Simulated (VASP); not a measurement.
Here is a VASP 6.6.1 calculation.

The input POSCAR:

```
SrO
1.0
    0.0000000000      2.5801931706      2.5801931706
    2.5801931706      0.0000000000      2.5801931706
    2.5801931706      2.5801931706      0.0000000000
Sr O
1 1
Direct
    0.0000000000      0.0000000000      0.0000000000
    0.5000000000      0.5000000000      0.5000000000
```

INCAR.step1

```
SYSTEM = SrO
ALGO     = Normal         ! electronic algorithm
EDIFF    = 1E-4           ! SCF threshold, eV
ENCUT    = 520            ! plane-wave cutoff, eV
GGA      = PE             ! functional
ISMEAR   = -1             ! smearing method
LASPH    = .TRUE.         ! aspherical terms in the spheres
LCHARG   = .FALSE.        ! write CHGCAR
LREAL    = .FALSE.        ! projectors in reciprocal space
LWAVE    = .TRUE.         ! write WAVECAR
NBANDS   = 15             ! bands
NELM     = 100            ! most SCF steps
PREC     = Accurate       ! precision mode
SIGMA    = 0.1            ! smearing width, eV
```

The input INCAR.step2:

```
SYSTEM = SrO
ALGO     = Normal         ! electronic algorithm
EDIFF    = 1E-7           ! SCF threshold, eV
ENCUT    = 520            ! plane-wave cutoff, eV
ISIF     = 2              ! what is computed and relaxed
ISMEAR   = -1             ! smearing method
ISTART   = 1            
LASPH    = .TRUE.         ! aspherical terms in the spheres
LCHARG   = .TRUE.         ! write CHGCAR
LELF     = .TRUE.         ! ELF
LMIXTAU  = .TRUE.       
LREAL    = .FALSE.        ! projectors in reciprocal space
LVHAR    = .TRUE.       
LWAVE    = .FALSE.        ! write WAVECAR
METAGGA  = R2SCAN         ! meta-GGA
NBANDS   = 15             ! bands
NELM     = 100            ! most SCF steps
PREC     = Accurate       ! precision mode
SIGMA    = 0.1            ! smearing width, eV
```

The input KPOINTS:

```
k-points
0
G
  11 11 11
  0 0 0
```

Potentials or basis: VASP PAW PBE potentials, release 64 (Sr_sv, O).

Run with:

```bash
$ cat potpaw_PBE.64/Sr_sv/POTCAR potpaw_PBE.64/O/POTCAR > POTCAR
$ cp INCAR.step1 INCAR
$ mpirun -np 1 vasp_std > vasp.out
$ cp INCAR.step2 INCAR
$ mpirun -np 1 vasp_std > vasp.out
```

**Question.** Estimate the band gap on the k mesh.

**Answer.** 3.79 eV (least direct gap 3.89 eV).

**Question.** Estimate the pressure.

**Answer.** 0.5 GPa.

Caveat: the PAW data sets were made with another functional, which shifts forces and pressure a little; an odd mesh through Γ misses points on the zone boundary, where band edges can lie.
